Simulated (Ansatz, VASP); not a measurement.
## BiP in VASP and in Ansatz

```xyz
4
Lattice="2.7939 -5.6602 0.0000 2.7939 5.6602 0.0000 0.0000 0.0000 3.3247" Properties=species:S:1:pos:R:3 pbc="T T T"
Bi    2.7939   -4.1463    0.8312
Bi    2.7939    4.1463    2.4935
P     2.7939   -0.7453    2.4935
P     2.7939    0.7453    0.8312
```

Alike in both runs: functional PBE; k mesh 10 × 10 × 14; occupations gaussian, width 0.1 eV; no spin polarisation.

Ansatz relaxed the structure, and its values are those at the end. VASP's run is a single point on that final structure, the one shown.

|  | VASP | Ansatz |
| --- | --- | --- |
| version | VASP 6.6.1 | Ansatz 0.2.0 |
| potentials or method | VASP PAW PBE potentials, release 64 (Bi_d, P), cutoff 520 eV | scalar-relativistic, plane waves, PAW |
| valence electrons in the cell | 40 | 40 |

|  | VASP | Ansatz | Ansatz less VASP |
| --- | --- | --- | --- |
| gap on the k mesh at the Fermi level (eV) | none | none | - |
| pressure (GPa) | -0.1 | 0.0 | +0.12 |
| rms of the force components (eV/Å) | 0.024 | 0.002 | -0.0226 |

A gap of «none» marks a metal or a gap that the smearing closes. The functional is the same, so the differences come from potentials, cutoffs and numerics.

Spin-orbit coupling is off throughout.
